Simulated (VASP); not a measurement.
# Ce (Fd-3m) in VASP: single point with LDA

Aim: the single point of Ce with LDA.

All numbers are computed with VASP 6.6.1; they aren't measurements. Logs are shortened: lines on timing, memory, paths and dates and some standing lists are left out, and cuts for length are marked.

**1. The cell of the first run**

Symmetry: Fd-3m, No. 227, cubic system. The conventional cell has a = 6.108 Å, b = 6.108 Å, c = 6.108 Å, α = 90.00°, β = 90.00°, γ = 90.00°. Within 3.5 Å of Ce (site symmetry -43m) lie 4 Ce at 2.64 Å.

This isn't the form of Ce at room conditions, which is fcc.

**2. Single point, LDA**

INCAR

```
SYSTEM = Ce
PREC = Accurate
ENCUT = 520
EDIFF = 1E-6
ISMEAR = -1
SIGMA = 0.13605693000000002
LREAL = .FALSE.
LASPH = .TRUE.
NELM = 100
ALGO = Normal
ISIF = 2
LWAVE = .FALSE.
LCHARG = .TRUE.
LELF = .TRUE.
LVHAR = .TRUE.
NBANDS = 19
```

KPOINTS

```
Automatic mesh
0
G
  8 8 8
  0 0 0
```

POSCAR

```
Ce
1.0
    0.0000000000      3.0538784307      3.0538784307
    3.0538784307      0.0000000000      3.0538784307
    3.0538784307      3.0538784307      0.0000000000
Ce
2
Direct
    0.0000000000      0.0000000000      0.0000000000
    0.2500000000      0.2500000000      0.2500000000
```

Potentials or basis: VASP PAW LDA potentials, release 64 (Ce).

The run is started by

```console
cat potpaw_LDA.64/Ce/POTCAR > POTCAR
mpirun -np 1 vasp_std > vasp.out
```

OUTCAR:

```text
SYSTEM = Ce
   PREC = Accurate
   ENCUT = 520
   EDIFF = 1E-6
   ISMEAR = -1
   LREAL = .FALSE.
   LASPH = .TRUE.
   NELM = 100
   ISIF = 2

 ion  position               nearest neighbor table
   1  0.000  0.000  0.000-   2 2.64   2 2.64   2 2.64   2 2.64
   2  0.250  0.250  0.250-   1 2.64   1 2.64   1 2.64   1 2.64

  LATTYP: Found a face centered cubic cell.
 ALAT       =     6.1077568614

  Lattice vectors:

 A1 = (   0.0000000000,   3.0538784307,   3.0538784307)
 A2 = (   3.0538784307,   0.0000000000,   3.0538784307)
 A3 = (   3.0538784307,   3.0538784307,   0.0000000000)

Analysis of symmetry for initial positions (statically):
=====================================================================
 Subroutine PRICEL returns:
 Original cell was already a primitive cell.

 Routine SETGRP: Setting up the symmetry group for a
 face centered cubic supercell.

 Subroutine GETGRP returns: Found 48 space group operations
 (whereof 24 operations were pure point group operations)
 out of a pool of 48 trial point group operations.

The static configuration has the point symmetry T_d .
 The point group associated with its full space group is O_h .

Analysis of symmetry for dynamics (positions and initial velocities):
=====================================================================
 Subroutine PRICEL returns:
 Original cell was already a primitive cell.

 Routine SETGRP: Setting up the symmetry group for a
 face centered cubic supercell.

 Subroutine GETGRP returns: Found 48 space group operations
 (whereof 24 operations were pure point group operations)
 out of a pool of 48 trial point group operations.

The dynamic configuration has the point symmetry T_d .
 The point group associated with its full space group is O_h .

 Subroutine INISYM returns: Found 48 space group operations
 (whereof 24 operations are pure point group operations),
 and found     1 'primitive' translations

----------------------------------------------------------------------------------------

                                     Primitive cell

  volume of cell :      56.9620

  direct lattice vectors                    reciprocal lattice vectors
     0.000000000  3.053878431  3.053878431    -0.163726229  0.163726229  0.163726229
     3.053878431  0.000000000  3.053878431     0.163726229 -0.163726229  0.163726229
     3.053878431  3.053878431  0.000000000     0.163726229  0.163726229 -0.163726229

  length of vectors
     4.318836295  4.318836295  4.318836295     0.283582148  0.283582148  0.283582148

  position of ions in fractional coordinates (direct lattice)
     0.000000000  0.000000000  0.000000000
     0.250000000  0.250000000  0.250000000

  ion indices of the primitive-cell ions
   primitive index   ion index
                 1           1
                 2           2

----------------------------------------------------------------------------------------

 KPOINTS: Automatic mesh

Automatic generation of k-mesh.
 Grid dimensions read from file:
 generate k-points for:    8    8    8

 Generating k-lattice:

  Cartesian coordinates                     Fractional coordinates (reciprocal lattice)
    -0.020465779  0.020465779  0.020465779     0.125000000  0.000000000  0.000000000
     0.020465779 -0.020465779  0.020465779     0.000000000  0.125000000  0.000000000
     0.020465779  0.020465779 -0.020465779     0.000000000  0.000000000  0.125000000

  Length of vectors
     0.035447768  0.035447768  0.035447768

  Shift w.r.t. Gamma in fractional coordinates (k-lattice)
     0.000000000  0.000000000  0.000000000

 Subroutine IBZKPT returns following result:
 ===========================================

 Found     29 irreducible k-points:

 Following reciprocal coordinates:
            Coordinates               Weight
  0.000000  0.000000  0.000000      1.000000
  0.125000  0.000000  0.000000      8.000000
  0.250000  0.000000  0.000000      8.000000
  0.375000  0.000000  0.000000      8.000000
  0.500000  0.000000  0.000000      4.000000
  0.125000  0.125000  0.000000      6.000000
[... 16 lines left out ...]
  0.500000  0.250000  0.125000     48.000000
 -0.375000  0.250000  0.125000     24.000000
 [... further k-points ...]
   k-points           NKPTS =     29   k-points in BZ     NKDIM =     29   number of bands    NBANDS=     19
   number of dos      NEDOS =    301   number of ions     NIONS =      2
   total plane-waves  NPLWV =  32768
   dimension x,y,z NGX =    32 NGY =   32 NGZ =   32
   dimension x,y,z NGXF=    64 NGYF=   64 NGZF=   64
   ions per type =               2
   NGX,Y,Z   is equivalent  to a cutoff of  12.32, 12.32, 12.32 a.u.
   NGXF,Y,Z  is equivalent  to a cutoff of  24.64, 24.64, 24.64 a.u.
 SYSTEM =  Ce
   PREC   = accura    normal or accurate (medium, high low for compatibility)
   ISTART =      0    job   : 0-new  1-cont  2-samecut
   ICHARG =      2    charge: 1-file 2-atom 10-const
   ISPIN  =      1    spin polarized calculation?
   LNONCOLLINEAR =      F non collinear calculations
   LSORBIT =      F    spin-orbit coupling
   LASPH  =      T    aspherical Exc in radial PAW
   ENCUT  =  520.0 eV  38.22 Ry    6.18 a.u.   8.03  8.03  8.03*2*pi/ulx,y,z
   NELM   =    100;   NELMIN=  2; NELMDL= -5     # of ELM steps
   EDIFF  = 0.1E-05   stopping-criterion for ELM
   LREAL  =      F    real-space projection
   EDIFFG = 0.1E-04   stopping-criterion for IOM
   NSW    =      0    number of steps for IOM
   IBRION =     -1    ionic relax: 0-MD 1-quasi-New 2-CG
   NFREE  =      0    steps in history (QN), initial steepest desc. (CG)
   ISIF   =      2    stress and relaxation
   ISYM   =      2    0-nonsym 1-usesym 2-fastsym
   POTIM  = 0.5000    time-step for ionic-motion
   TEBEG  =    0.0;   TEEND  =   0.0 temperature during run
   PSTRESS=    0.0 pullay stress
   NELECT =      24.0000    total number of electrons
   NUPDOWN=      -1.0000    fix difference up-down
   EMIN   =  10.00;   EMAX   =-10.00  energy-range for DOS
   EFERMI =   0.00;   METHOD = LEGACY
   ISMEAR =    -1;   SIGMA  =   0.14  broadening in eV -4-tet -1-fermi 0-gaus
   EFERMI_NEDOS =   21; number of points for ismear=-14 and -15
   IALGO  =     38    algorithm
   IMIX   =      4    mixing-type and parameters
     AMIX     =   0.40;   BMIX     =  1.00
     AMIX_MAG =   1.60;   BMIX_MAG =  1.00
  volume/ion in A,a.u.               =      28.48       192.20
  Fermi-wavevector in a.u.,A,eV,Ry     =   1.227298  2.319258 20.493930  1.506261
  Thomas-Fermi vector in A             =   2.362267
   LORBIT       =      0    0 simple, 1 ext, 2 COOP (PROOUT), +10 PAW based schemes
   GGA     = CA    functional components
   LHFCALC =     F    Hartree Fock is set to
   AEXX    =    0.0000 exact exchange contribution
   IVDW    =     0    specifies the selected vdW correction
   LEPSILON=     F    determine dielectric tensor
   LRPA    =     F    only Hartree local field effects (RPA)
 non-spin polarized calculation
  energy-cutoff  :      520.00
  volume of cell :       56.96
 maximum number of plane-waves:      1543
   NGX = 17   NGY = 17   NGZ = 17

 number of electron      24.0000000 magnetization

 Free energy of the ion-electron system (eV)
  ---------------------------------------------------
  ext. energy  EPLUGINS =         0.00000000
  ---------------------------------------------------
  free energy    TOTEN  =       -12.67340366 eV

  energy without entropy =      -12.21876806  energy(sigma->0) =      -12.44608586

 E-fermi :   7.6407     XC(G=0): -10.8154

 val. band max:        7.6360756373   @ k =   0.5000   0.3750   0.0000
 cond. band min:       7.6720585260   @ k =  -0.2500   0.3750   0.1250
 fundamental gap:      0.0359828887
 Fermi energy:         7.6406815713

 k-point     1 :       0.0000    0.0000    0.0000
  band No.  band energies     occupation
      1     -27.7235      2.00000
      2     -24.7672      2.00000
      3     -11.0183      2.00000
      4     -11.0183      2.00000
      5     -11.0183      2.00000
      6      -8.0237      2.00000
[... 11 lines left out ...]
     18       8.3556      0.01039
     19       9.3247      0.00001

 k-point     2 :       0.1250    0.0000    0.0000
  band No.  band energies     occupation
      1     -27.6553      2.00000
      2     -24.8740      2.00000
      3     -11.0911      2.00000
      4     -11.0911      2.00000
      5     -11.0159      2.00000
      6      -7.9399      2.00000
[... 11 lines left out ...]
     18       8.3568      0.01031
     19       9.1151      0.00004

 k-point     3 :       0.2500    0.0000    0.0000
  band No.  band energies     occupation
      1     -27.4666      2.00000
      2     -25.1525      2.00000
      3     -11.2496      2.00000
      4     -11.2496      2.00000
      5     -11.0292      2.00000
      6      -7.6981      2.00000
[... 11 lines left out ...]
     18       8.5712      0.00214
     19       8.6371      0.00132

 k-point     4 :       0.3750    0.0000    0.0000
  band No.  band energies     occupation
      1     -27.2235      2.00000
      2     -25.4827      2.00000
      3     -11.3893      2.00000
      4     -11.3893      2.00000
      5     -11.0647      2.00000
      6      -7.4372      2.00000
[... 11 lines left out ...]
     18       8.7852      0.00044
     19       9.0606      0.00006

 k-point     5 :       0.5000    0.0000    0.0000
  band No.  band energies     occupation
      1     -27.0929      2.00000
      2     -25.6493      2.00000
      3     -11.4430      2.00000
      4     -11.4430      2.00000
      5     -11.0845      2.00000
      6      -7.3466      2.00000
[... 11 lines left out ...]
     18       8.9235      0.00016
     19       9.0081      0.00009
[... 334 lines left out ...]
      2     -26.4094      2.00000
      3     -11.8749      2.00000
      4     -11.8749      2.00000
      5      -9.3262      2.00000
      6      -9.3262      2.00000
[... 11 lines left out ...]
     18       8.5589      0.00234
     19       9.0128      0.00008

 k-point    22 :       0.3750    0.2500    0.1250
  band No.  band energies     occupation
      1     -27.2936      2.00000
      2     -25.3905      2.00000
      3     -11.6356      2.00000
      4     -11.4377      2.00000
      5     -10.5019      2.00000
      6      -8.2284      2.00000
[... 11 lines left out ...]
     18       8.6412      0.00128
     19       8.7598      0.00054

 k-point    23 :       0.5000    0.2500    0.1250
  band No.  band energies     occupation
      1     -27.0447      2.00000
      2     -25.7077      2.00000
      3     -11.8345      2.00000
      4     -11.5609      2.00000
      5     -10.3074      2.00000
      6      -8.2220      2.00000
[... 11 lines left out ...]
     18       8.6872      0.00091
     19       8.9680      0.00012

 k-point    24 :      -0.3750    0.2500    0.1250
  band No.  band energies     occupation
      1     -26.8996      2.00000
      2     -25.8809      2.00000
      3     -11.9049      2.00000
      4     -11.6173      2.00000
      5     -10.2326      2.00000
      6      -8.2029      2.00000
[... 11 lines left out ...]
     18       8.7828      0.00045
     19       8.8956      0.00020

 [... further k-points ...]

------------------------ aborting loop because EDIFF is reached ----------------------------------------

  FORCE on cell =-STRESS in cart. coord.  units (eV):
  Direction    XX          YY          ZZ          XY          YZ          ZX
  --------------------------------------------------------------------------------------
  -------------------------------------------------------------------------------------
  Total       -0.0005023     -0.0005023     -0.0005023      0.0000000      0.0000000      0.0000000
  in kB       -0.0141290     -0.0141290     -0.0141290      0.0000000      0.0000000      0.0000000
  external PRESSURE =      -0.0141290 kB  Pullay stress =       0.0000000 kB

 VOLUME and BASIS-vectors are now :
 -----------------------------------------------------------------------------
  energy-cutoff  :      520.00
  volume of cell :       56.96
      direct lattice vectors                 reciprocal lattice vectors
     0.000000000  3.053878431  3.053878431    -0.163726229  0.163726229  0.163726229
     3.053878431  0.000000000  3.053878431     0.163726229 -0.163726229  0.163726229
     3.053878431  3.053878431  0.000000000     0.163726229  0.163726229 -0.163726229

 POSITION                                       TOTAL-FORCE (eV/Angst)
 -----------------------------------------------------------------------------------
      0.00000      0.00000      0.00000         0.000000      0.000000     -0.000000
      1.52694      1.52694      1.52694        -0.000000     -0.000000      0.000000
 -----------------------------------------------------------------------------------
    total drift:                               -0.000000      0.000000      0.000000

  FREE ENERGIE OF THE ION-ELECTRON SYSTEM (eV)
  ---------------------------------------------------
  free  energy   TOTEN  =       -12.6734036612 eV

  energy  without entropy=      -12.2187680597  energy(sigma->0) =      -12.44608586
```

Run time: 32 s. Hardware: 1 thread of Intel Xeon Platinum 8259CL at 2.50GHz (Skylake/Cascade Lake), shared host; peak memory 0.17 GiB.

What came out:

```
Free energy            : -12.6734 eV
Pressure               : 0.0 GPa
Band gap on the k mesh : zero (bands 12 and 13 overlap by 0.62 eV)
```

Levels at points of the mesh, in eV from the Fermi level:
```csv
k point,band 9,band 10,band 11,band 12,band 13,band 14,band 15,band 16
"(0.00, 0.00, 0.00)",-2.31,-0.77,-0.77,0.37,0.37,0.37,0.53,0.53
"(0.50, 0.00, 0.00)",-1.50,-0.81,-0.81,-0.38,-0.25,-0.25,0.58,0.81
"(0.50, 0.50, 0.00)",-1.97,-1.97,-0.52,-0.52,0.08,0.08,0.68,0.68
```

Caveat: spin-orbit coupling is left out, which moves the levels of the heavy elements; semilocal functionals describe open f shells poorly, which spoils levels, moments and volumes.
